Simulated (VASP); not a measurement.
# SrO (Fm-3m) in VASP: a series of runs

Runs on SrO. Level: r2SCAN. Tasks: single point.

Program: VASP 6.6.1. These are calculated values, not measurements. Logs are shortened: lines on timing, memory, paths and dates and some standing lists are left out, and cuts for length are marked.

## (1) The cell of the first run

The structure is cubic, space group Fm-3m (No. 225). The conventional cell has a = 5.140 Å, b = 5.140 Å, c = 5.140 Å, α = 90.00°, β = 90.00°, γ = 90.00°. Within 3.4 Å of Sr (site symmetry m-3m) lie 6 O at 2.57 Å. Within 3.4 Å of O (site symmetry m-3m) lie 6 Sr at 2.57 Å.

## (2) Single point, r2SCAN

POSCAR reads:

```
SrO
1.0
    0.0000000000      2.5698000000      2.5698000000
    2.5698000000      0.0000000000      2.5698000000
    2.5698000000      2.5698000000      0.0000000000
Sr O
1 1
Direct
    0.0000000000      0.0000000000      0.0000000000
    0.5000000000      0.5000000000      0.5000000000
```

INCAR.step1 reads:

```
SYSTEM = SrO
PREC = Accurate
ENCUT = 520
ISMEAR = 0
SIGMA = 0.05
LREAL = .False.
LASPH = .True.
NELM = 100
NBANDS = 15
GGA = PE
ALGO = Normal
EDIFF = 1E-4
LWAVE = .True.
LCHARG = .False.
```

INCAR.step2 reads:

```
SYSTEM = SrO
PREC = Accurate
ENCUT = 520
EDIFF = 1E-6
ISMEAR = 0
SIGMA = 0.05
LREAL = .False.
LASPH = .True.
NELM = 100
ALGO = Normal
ISIF = 2
LWAVE = .False.
LCHARG = .False.
METAGGA = R2SCAN
LMIXTAU = .True.
NBANDS = 15
ISTART = 1
```

KPOINTS reads:

```
regular mesh
0
Gamma
  8 8 8
  0 0 0
```

Potentials or basis: VASP PAW PBE potentials, release 64 (Sr_sv, O).

Started as:

```console
cat potpaw_PBE.64/Sr_sv/POTCAR potpaw_PBE.64/O/POTCAR > POTCAR
cp INCAR.step1 INCAR
mpirun -np 1 vasp_std > vasp.out
cp INCAR.step2 INCAR
mpirun -np 1 vasp_std > vasp.out
```

OUTCAR:

```text
SYSTEM = SrO
   PREC = Accurate
   ENCUT = 520
   EDIFF = 1E-6
   ISMEAR = 0
   LREAL = .False.
   LASPH = .True.
   NELM = 100
   ISIF = 2
   METAGGA = R2SCAN
   ISTART = 1

 ion  position               nearest neighbor table
   1  0.000  0.000  0.000-   2 2.57   2 2.57   2 2.57   2 2.57   2 2.57   2 2.57
   2  0.500  0.500  0.500-   1 2.57   1 2.57   1 2.57   1 2.57   1 2.57   1 2.57

  LATTYP: Found a face centered cubic cell.
 ALAT       =     5.1396000000

  Lattice vectors:

 A1 = (   0.0000000000,   2.5698000000,   2.5698000000)
 A2 = (   2.5698000000,   0.0000000000,   2.5698000000)
 A3 = (   2.5698000000,   2.5698000000,   0.0000000000)

Analysis of symmetry for initial positions (statically):
=====================================================================
 Subroutine PRICEL returns:
 Original cell was already a primitive cell.

 Routine SETGRP: Setting up the symmetry group for a
 face centered cubic supercell.

 Subroutine GETGRP returns: Found 48 space group operations
 (whereof 48 operations were pure point group operations)
 out of a pool of 48 trial point group operations.

The static configuration has the point symmetry O_h .

Analysis of symmetry for dynamics (positions and initial velocities):
=====================================================================
 Subroutine PRICEL returns:
 Original cell was already a primitive cell.

 Routine SETGRP: Setting up the symmetry group for a
 face centered cubic supercell.

 Subroutine GETGRP returns: Found 48 space group operations
 (whereof 48 operations were pure point group operations)
 out of a pool of 48 trial point group operations.

The dynamic configuration has the point symmetry O_h .

 Subroutine INISYM returns: Found 48 space group operations
 (whereof 48 operations are pure point group operations),
 and found     1 'primitive' translations

----------------------------------------------------------------------------------------

                                     Primitive cell

  volume of cell :      33.9413

  direct lattice vectors                    reciprocal lattice vectors
     0.000000000  2.569800000  2.569800000    -0.194567671  0.194567671  0.194567671
     2.569800000  0.000000000  2.569800000     0.194567671 -0.194567671  0.194567671
     2.569800000  2.569800000  0.000000000     0.194567671  0.194567671 -0.194567671

  length of vectors
     3.634246013  3.634246013  3.634246013     0.337001091  0.337001091  0.337001091

  position of ions in fractional coordinates (direct lattice)
     0.000000000  0.000000000  0.000000000
     0.500000000  0.500000000  0.500000000

  ion indices of the primitive-cell ions
   primitive index   ion index
                 1           1
                 2           2

----------------------------------------------------------------------------------------

 KPOINTS: regular mesh

Automatic generation of k-mesh.
 Grid dimensions read from file:
 generate k-points for:    8    8    8

 Generating k-lattice:

  Cartesian coordinates                     Fractional coordinates (reciprocal lattice)
    -0.024320959  0.024320959  0.024320959     0.125000000  0.000000000  0.000000000
     0.024320959 -0.024320959  0.024320959     0.000000000  0.125000000  0.000000000
     0.024320959  0.024320959 -0.024320959     0.000000000  0.000000000  0.125000000

  Length of vectors
     0.042125136  0.042125136  0.042125136

  Shift w.r.t. Gamma in fractional coordinates (k-lattice)
     0.000000000  0.000000000  0.000000000

 Subroutine IBZKPT returns following result:
 ===========================================

 Found     29 irreducible k-points:

 Following reciprocal coordinates:
            Coordinates               Weight
  0.000000  0.000000  0.000000      1.000000
  0.125000  0.000000  0.000000      8.000000
  0.250000  0.000000  0.000000      8.000000
  0.375000  0.000000  0.000000      8.000000
  0.500000  0.000000  0.000000      4.000000
  0.125000  0.125000  0.000000      6.000000
[... 16 lines left out ...]
  0.500000  0.250000  0.125000     48.000000
 -0.375000  0.250000  0.125000     24.000000
 [... further k-points ...]
   k-points           NKPTS =     29   k-points in BZ     NKDIM =     29   number of bands    NBANDS=     15
   number of dos      NEDOS =    301   number of ions     NIONS =      2
   total plane-waves  NPLWV =  21952
   dimension x,y,z NGX =    28 NGY =   28 NGZ =   28
   dimension x,y,z NGXF=    56 NGYF=   56 NGZF=   56
   ions per type =               1   1
   NGX,Y,Z   is equivalent  to a cutoff of  12.81, 12.81, 12.81 a.u.
   NGXF,Y,Z  is equivalent  to a cutoff of  25.62, 25.62, 25.62 a.u.
 SYSTEM =  SrO
   PREC   = accura    normal or accurate (medium, high low for compatibility)
   ISTART =      1    job   : 0-new  1-cont  2-samecut
   ICHARG =      0    charge: 1-file 2-atom 10-const
   ISPIN  =      1    spin polarized calculation?
   LNONCOLLINEAR =      F non collinear calculations
   LSORBIT =      F    spin-orbit coupling
   LASPH  =      T    aspherical Exc in radial PAW
   ENCUT  =  520.0 eV  38.22 Ry    6.18 a.u.   6.76  6.76  6.76*2*pi/ulx,y,z
   NELM   =    100;   NELMIN=  2; NELMDL=  0     # of ELM steps
   EDIFF  = 0.1E-05   stopping-criterion for ELM
   LREAL  =      F    real-space projection
   EDIFFG = 0.1E-04   stopping-criterion for IOM
   NSW    =      0    number of steps for IOM
   IBRION =     -1    ionic relax: 0-MD 1-quasi-New 2-CG
   NFREE  =      0    steps in history (QN), initial steepest desc. (CG)
   ISIF   =      2    stress and relaxation
   ISYM   =      2    0-nonsym 1-usesym 2-fastsym
   POTIM  = 0.5000    time-step for ionic-motion
   TEBEG  =    0.0;   TEEND  =   0.0 temperature during run
   PSTRESS=    0.0 pullay stress
   NELECT =      16.0000    total number of electrons
   NUPDOWN=      -1.0000    fix difference up-down
   EMIN   =  10.00;   EMAX   =-10.00  energy-range for DOS
   EFERMI =   0.00;   METHOD = LEGACY
   ISMEAR =     0;   SIGMA  =   0.05  broadening in eV -4-tet -1-fermi 0-gaus
   EFERMI_NEDOS =   21; number of points for ismear=-14 and -15
   IALGO  =     38    algorithm
   IMIX   =      4    mixing-type and parameters
     AMIX     =   0.40;   BMIX     =  1.00
     AMIX_MAG =   1.60;   BMIX_MAG =  1.00
  volume/ion in A,a.u.               =      16.97       114.52
  Fermi-wavevector in a.u.,A,eV,Ry     =   1.274106  2.407711 22.086959  1.623346
  Thomas-Fermi vector in A             =   2.406892
   LORBIT       =      0    0 simple, 1 ext, 2 COOP (PROOUT), +10 PAW based schemes
   METAGGA = R2SCAN    functional components
   LHFCALC =     F    Hartree Fock is set to
   AEXX    =    0.0000 exact exchange contribution
   IVDW    =     0    specifies the selected vdW correction
   LEPSILON=     F    determine dielectric tensor
   LRPA    =     F    only Hartree local field effects (RPA)
 non-spin polarized calculation
 Gauss-broadening in eV      SIGMA  =   0.05
  energy-cutoff  :      520.00
  volume of cell :       33.94
 maximum number of plane-waves:       941
   NGX = 13   NGY = 13   NGZ = 13

 number of electron      15.9999997 magnetization

 Free energy of the ion-electron system (eV)
  ---------------------------------------------------
  ext. energy  EPLUGINS =         0.00000000
  ---------------------------------------------------
  free energy    TOTEN  =       -27.05261778 eV

  energy without entropy =      -27.05261778  energy(sigma->0) =      -27.05261778

 E-fermi :   1.6667     XC(G=0): -10.5933

 val. band max:        1.3482743180   @ k =   0.0000   0.0000   0.0000
 cond. band min:       5.0900965634   @ k =   0.5000   0.5000   0.0000
 fundamental gap:      3.7418222455
 Fermi energy:         1.6666722847

 k-point     1 :       0.0000    0.0000    0.0000
  band No.  band energies     occupation
      1     -32.1181      2.00000
      2     -14.6816      2.00000
      3     -13.1398      2.00000
      4     -13.1398      2.00000
      5     -13.1398      2.00000
      6       1.3483      2.00000
      7       1.3483      2.00000
      8       1.3483      2.00000
      9       6.0185      0.00000
     10       8.1292      0.00000
     11       8.1292      0.00000
     12       8.1292      0.00000
     13      10.4535      0.00000
     14      10.4535      0.00000
     15      14.6550      0.00000

 k-point     2 :       0.1250    0.0000    0.0000
  band No.  band energies     occupation
      1     -32.0978      2.00000
      2     -14.9714      2.00000
      3     -13.1513      2.00000
      4     -13.1513      2.00000
      5     -12.8993      2.00000
      6       0.9225      2.00000
      7       1.1541      2.00000
      8       1.1541      2.00000
      9       6.7025      0.00000
     10       7.9680      0.00000
     11       8.4418      0.00000
     12       8.4418      0.00000
     13      10.8681      0.00000
     14      10.8681      0.00000
     15      15.6779      0.00000

 k-point     3 :       0.2500    0.0000    0.0000
  band No.  band energies     occupation
      1     -32.0485      2.00000
      2     -15.4876      2.00000
      3     -13.1787      2.00000
      4     -13.1787      2.00000
      5     -12.5034      2.00000
      6       0.1175      2.00000
      7       0.7318      2.00000
      8       0.7318      2.00000
      9       7.8915      0.00000
     10       8.2474      0.00000
     11       9.2911      0.00000
     12       9.2911      0.00000
     13      11.9085      0.00000
     14      11.9085      0.00000
     15      17.7223      0.00000
[... 343 lines left out ...]
 k-point    23 :       0.5000    0.2500    0.1250
  band No.  band energies     occupation
      1     -31.9731      2.00000
      2     -15.6659      2.00000
      3     -13.4986      2.00000
      4     -13.3120      2.00000
      5     -12.4891      2.00000
      6      -0.1571      2.00000
      7       0.4188      2.00000
      8       0.8390      2.00000
      9       7.4374      0.00000
     10       9.1646      0.00000
     11      10.9615      0.00000
     12      11.0564      0.00000
     13      13.1968      0.00000
     14      14.1518      0.00000
     15      16.6728      0.00000

 k-point    24 :      -0.3750    0.2500    0.1250
  band No.  band energies     occupation
      1     -31.9566      2.00000
      2     -15.7291      2.00000
      3     -13.5195      2.00000
      4     -13.3691      2.00000
      5     -12.4624      2.00000
      6      -0.1916      2.00000
      7       0.4901      2.00000
      8       0.5704      2.00000
      9       8.2691      0.00000
     10       8.6464      0.00000
     11      11.3782      0.00000
     12      11.4908      0.00000
     13      13.7187      0.00000
     14      15.0452      0.00000
     15      15.7631      0.00000

 [... further k-points ...]
[... 5 lines left out ...]
  --------------------------------------------------------------------------------------
  -------------------------------------------------------------------------------------
  Total        0.3575270      0.3575270      0.3575270     -0.0000000      0.0000000      0.0000000
  in kB       16.8768542     16.8768542     16.8768542     -0.0000000      0.0000000      0.0000000
  external PRESSURE =      16.8768542 kB  Pullay stress =       0.0000000 kB

 VOLUME and BASIS-vectors are now :
 -----------------------------------------------------------------------------
  energy-cutoff  :      520.00
  volume of cell :       33.94
      direct lattice vectors                 reciprocal lattice vectors
     0.000000000  2.569800000  2.569800000    -0.194567671  0.194567671  0.194567671
     2.569800000  0.000000000  2.569800000     0.194567671 -0.194567671  0.194567671
     2.569800000  2.569800000  0.000000000     0.194567671  0.194567671 -0.194567671

 POSITION                                       TOTAL-FORCE (eV/Angst)
 -----------------------------------------------------------------------------------
      0.00000      0.00000      0.00000         0.000000     -0.000000     -0.000000
      2.56980      2.56980      2.56980         0.000000      0.000000      0.000000
 -----------------------------------------------------------------------------------
    total drift:                                0.000000      0.000000      0.000000

  FREE ENERGIE OF THE ION-ELECTRON SYSTEM (eV)
  ---------------------------------------------------
  free  energy   TOTEN  =       -27.0526177780 eV

  energy  without entropy=      -27.0526177780  energy(sigma->0) =      -27.05261778
```

It took 2.3 min on 1 thread of AMD EPYC 7R13, shared host; peak memory 0.14 GiB.

What came out:

```
Free energy            : -27.0526 eV
Pressure               : 1.7 GPa
Band gap on the k mesh : 3.74 eV, indirect (least direct gap 3.83 eV)
```

Caveat: the PAW data sets were made with another functional, which shifts forces and pressure a little. r2SCAN opens gaps a little over a GGA but as a rule still falls short of measured ones.

## (3) Single point, r2SCAN

POSCAR is that of step 2.

INCAR.step1 reads:

```
PREC     = Accurate       # precision mode
ENCUT    = 520            # plane-wave cutoff, eV
ISMEAR   = 0              # smearing method
SIGMA    = 0.05           # smearing width, eV
LREAL    = False          # projectors in reciprocal space
LASPH    = True           # aspherical terms in the spheres
NELM     = 80             # most SCF steps
NBANDS   = 15             # bands
GGA      = PE             # functional
ALGO     = Normal         # electronic algorithm
EDIFF    = 1E-4           # SCF threshold, eV
LWAVE    = True           # write WAVECAR
LCHARG   = False          # write CHGCAR
```

INCAR.step2 reads:

```
PREC     = Accurate       # precision mode
ENCUT    = 520            # plane-wave cutoff, eV
EDIFF    = 1E-6           # SCF threshold, eV
ISMEAR   = 0              # smearing method
SIGMA    = 0.05           # smearing width, eV
LREAL    = False          # projectors in reciprocal space
LASPH    = True           # aspherical terms in the spheres
NELM     = 80             # most SCF steps
ALGO     = Normal         # electronic algorithm
ISIF     = 2              # what is computed and relaxed
LWAVE    = False          # write WAVECAR
LCHARG   = False          # write CHGCAR
METAGGA  = R2SCAN         # meta-GGA
LMIXTAU  = True         
NBANDS   = 15             # bands
ISTART   = 1
```

KPOINTS reads:

```
Automatic mesh
0
Gamma
  8 8 8
```

Potentials or basis: VASP PAW PBE potentials, release 64 (Sr_sv, O).

Started as:

```console
cat potpaw_PBE.64/Sr_sv/POTCAR potpaw_PBE.64/O/POTCAR > POTCAR
cp INCAR.step1 INCAR
mpirun -np 1 vasp_std > vasp.out
cp INCAR.step2 INCAR
mpirun -np 1 vasp_std > vasp.out
```

It took 42 s on 1 thread of Intel Xeon 6975P-C (Granite Rapids), shared host; peak memory 0.17 GiB.

Results (log left out):

| Quantity | Value |
| --- | --- |
| Free energy | -27.0526 eV |
| Pressure | 1.7 GPa |
| Band gap on the k mesh | 3.74 eV, indirect (least direct gap 3.83 eV) |

Levels at points of the mesh, in eV from the valence-band top:
```csv
k point,band 4,band 5,band 6,band 7,band 8,band 9,band 10,band 11,band 12,band 13
"(0.00, 0.00, 0.00)",-14.49,-14.49,0.00,0.00,0.00,4.67,6.78,6.78,6.78,9.11
"(0.50, 0.00, 0.00)",-14.56,-13.47,-2.12,-1.13,-1.13,7.12,9.09,9.49,9.49,12.70
"(0.50, 0.50, 0.00)",-14.85,-14.85,-0.43,-0.08,-0.08,3.74,8.53,10.93,11.13,11.72
```

Caveat: the PAW data sets were made with another functional, which shifts forces and pressure a little.
